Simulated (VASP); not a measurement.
# Ca (Fm-3m) in VASP: a series of runs, part 2 of 2

VASP 6.6.1.

## 4. Single point, PBEsol+D3(BJ)

This run uses another cell than the first one, of 38.16 Å³/atom, 0.985 times its volume.

Contents of INCAR:

```
PREC = Accurate ; ENCUT = 500
EDIFF = 1E-6 ; ISMEAR = 0
SIGMA = 0.05 ; LREAL = False
LASPH = True ; NELM = 120
ALGO = Normal ; ISIF = 2
LWAVE = False ; LCHARG = False
GGA = PS ; IVDW = 12
NBANDS = 11 ; GGA_COMPAT = False
```

Contents of KPOINTS:

```
regular mesh
0
Gamma
  7 7 7
```

Contents of POSCAR:

```
Ca
1.0
    0.0000000000      2.6720488392      2.6720488392
    2.6720488392      0.0000000000      2.6720488392
    2.6720488392      2.6720488392      0.0000000000
Ca
1
Direct
    0.0000000000      0.0000000000      0.0000000000
```

Launch:

```console
cat potpaw_PBE.64/Ca_sv/POTCAR > POTCAR
mpirun -np 1 vasp_std > vasp.out
```

Wall time 5.4 s (1 thread of Intel Xeon Platinum 8488C (Sapphire Rapids), shared host); peak memory 0.16 GiB.

Results (log left out):

* Free energy: -2.3925 eV
* Pressure: 0.2 GPa
* Band gap on the k mesh: zero (band 5 reaches 2.36 eV, above the bottom of band 6 at 2.30 eV)
* Dispersion energy per atom: -0.266 eV

Levels at points of the mesh, in eV from the Fermi level:
```
           k point  band 3  band 4  band 5  band 6  band 7  band 8
(0.00, 0.00, 0.00)  -22.64  -22.64   -4.24    2.41    2.41    2.41
```

Caveat: three body term missing; the PAW data sets were made with another functional, which shifts forces and pressure a little; pairwise dispersion overbinds metals, which lowers pressure and volume.

## 5. Single point, PBEsol+D3(BJ)

This run uses another cell than the first one, of 39.32 Å³/atom, 1.015 times its volume.

Contents of INCAR:

```
SYSTEM = Ca
ALGO = Normal ; EDIFF = 1E-6
ENCUT = 500 ; GGA = PS
GGA_COMPAT = .FALSE. ; ISIF = 2
ISMEAR = 0 ; IVDW = 12
LASPH = .TRUE. ; LCHARG = .TRUE.
LELF = .TRUE. ; LREAL = .FALSE.
LVHAR = .TRUE. ; LWAVE = .FALSE.
NBANDS = 11 ; NELM = 120
PREC = Accurate ; SIGMA = 0.05
```

Contents of KPOINTS:

```
k-points
0
G
  7 7 7
  0 0 0
```

Contents of POSCAR:

```
Ca
1.0
    0.0000000000      2.6989054010      2.6989054010
    2.6989054010      0.0000000000      2.6989054010
    2.6989054010      2.6989054010      0.0000000000
Ca
1
Direct
    0.0000000000      0.0000000000      0.0000000000
```

Potentials or basis: VASP PAW PBE potentials, release 64 (Ca_sv).

Launch:

```console
cat potpaw_PBE.64/Ca_sv/POTCAR > POTCAR
mpirun -np 1 vasp_std > vasp.out
```

OUTCAR:

```text
SYSTEM = Ca
   EDIFF = 1E-6
   ENCUT = 500
   GGA = PS
   ISIF = 2
   ISMEAR = 0
   IVDW = 12
   LASPH = .TRUE.
   LREAL = .FALSE.
   NELM = 120
   PREC = Accurate
 IVDW          = 12

 ion  position               nearest neighbor table
   1  0.000  0.000  0.000-

  LATTYP: Found a face centered cubic cell.
 ALAT       =     5.3978108020

  Lattice vectors:

 A1 = (   0.0000000000,   2.6989054010,   2.6989054010)
 A2 = (   2.6989054010,   0.0000000000,   2.6989054010)
 A3 = (   2.6989054010,   2.6989054010,   0.0000000000)

Analysis of symmetry for initial positions (statically):
[... 452 lines left out ...]

------------------------ aborting loop because EDIFF is reached ----------------------------------------

 Edisp (eV)   -0.25737

 E8    (eV) :    -0.1862

  FORCE on cell =-STRESS in cart. coord.  units (eV):
  Direction    XX          YY          ZZ          XY          YZ          ZX
  --------------------------------------------------------------------------------------
  -------------------------------------------------------------------------------------
  Total      -0.08576    -0.08576    -0.08576     0.00000    -0.00000     0.00000
  in kB      -3.49472    -3.49472    -3.49472     0.00000    -0.00000     0.00000
  external pressure =       -3.49 kB  Pullay stress =        0.00 kB

 VOLUME and BASIS-vectors are now :
 -----------------------------------------------------------------------------
  energy-cutoff  :      500.00
  volume of cell :       39.32
      direct lattice vectors                 reciprocal lattice vectors
     0.000000000  2.698905401  2.698905401    -0.185260291  0.185260291  0.185260291
     2.698905401  0.000000000  2.698905401     0.185260291 -0.185260291  0.185260291
     2.698905401  2.698905401  0.000000000     0.185260291  0.185260291 -0.185260291

 POSITION                                       TOTAL-FORCE (eV/Angst)
 -----------------------------------------------------------------------------------
      0.00000      0.00000      0.00000        -0.000000     -0.000000     -0.000000
 -----------------------------------------------------------------------------------
    total drift:                               -0.000000     -0.000000     -0.000000

  FREE ENERGIE OF THE ION-ELECTRON SYSTEM (eV)
  ---------------------------------------------------
  free  energy   TOTEN  =        -2.3923312919 eV

  energy  without entropy=       -2.3903886521  energy(sigma->0) =       -2.39135997
```

OSZICAR:

```text
N       E                     dE             d eps       ncg     rms          rms(c)
DAV:   1     0.633841406707E+02    0.63384E+02   -0.49255E+03   440   0.796E+02
DAV:   2    -0.715944452598E+00   -0.64100E+02   -0.63537E+02   476   0.200E+02
DAV:   3    -0.207015846888E+01   -0.13542E+01   -0.13438E+01   628   0.298E+01
DAV:   4    -0.214581580420E+01   -0.75657E-01   -0.75578E-01   582   0.567E+00
DAV:   5    -0.214766359349E+01   -0.18478E-02   -0.18476E-02   601   0.769E-01    0.223E+00
DAV:   6    -0.213942574982E+01    0.82378E-02   -0.72396E-03   540   0.100E+00    0.133E+00
DAV:   7    -0.213507428015E+01    0.43515E-02   -0.13168E-02   484   0.138E+00    0.894E-02
DAV:   8    -0.213495837593E+01    0.11590E-03   -0.94977E-04   552   0.265E-01    0.190E-02
DAV:   9    -0.213496207931E+01   -0.37034E-05   -0.61826E-05   571   0.688E-02    0.467E-03
DAV:  10    -0.213496189844E+01    0.18087E-06   -0.44676E-06   635   0.177E-02
   1 F= -.23923313E+01 E0= -.23913600E+01  d E =-.194264E-02
```

Wall time 6 s (1 thread of Intel Xeon Platinum 8488C (Sapphire Rapids), shared host); peak memory 0.16 GiB.

What came out:

| Property | Result |
| --- | --- |
| Free energy | -2.3923 eV |
| Pressure | -0.3 GPa |
| Band gap on the k mesh | zero (band 5 reaches 2.24 eV, above the bottom of band 6 at 2.16 eV) |
| Dispersion energy per atom | -0.257 eV |

Levels at points of the mesh, in eV from the Fermi level:
```
           k point  band 2  band 3  band 4  band 5  band 6  band 7  band 8  band 9
(0.00, 0.00, 0.00)  -22.71  -22.71  -22.71   -4.19    2.38    2.38    2.38    3.55
```

Caveat: three body term missing; the PAW data sets were made with another functional, which shifts forces and pressure a little; pairwise dispersion overbinds metals, which lowers pressure and volume.

## 6. Summary

```csv
cell,gap on the mesh (eV),pressure (GPa)
"a = 3.798 Å, angles 60.0°, 1 atom",none,-0.1
"a = 3.780 Å, angles 60.0°, 1 atom",none,0.2
"a = 3.779 Å, angles 60.0°, 1 atom",none,0.2
"a = 3.817 Å, angles 60.0°, 1 atom",none,-0.3
```

Alike in all rows: task single point; level PBEsol+D3(BJ); potentials or basis VASP PAW PBE potentials, release 64 (Ca_sv); no spin polarisation; k mesh 7 × 7 × 7; cutoff (eV) 500; smearing gaussian 0.05 eV.

Caveats: three body term missing; the PAW data sets were made with another functional, which shifts forces and pressure a little; pairwise dispersion overbinds metals, which lowers pressure and volume.

Absolute energies hang on the potentials; compare differences alone.
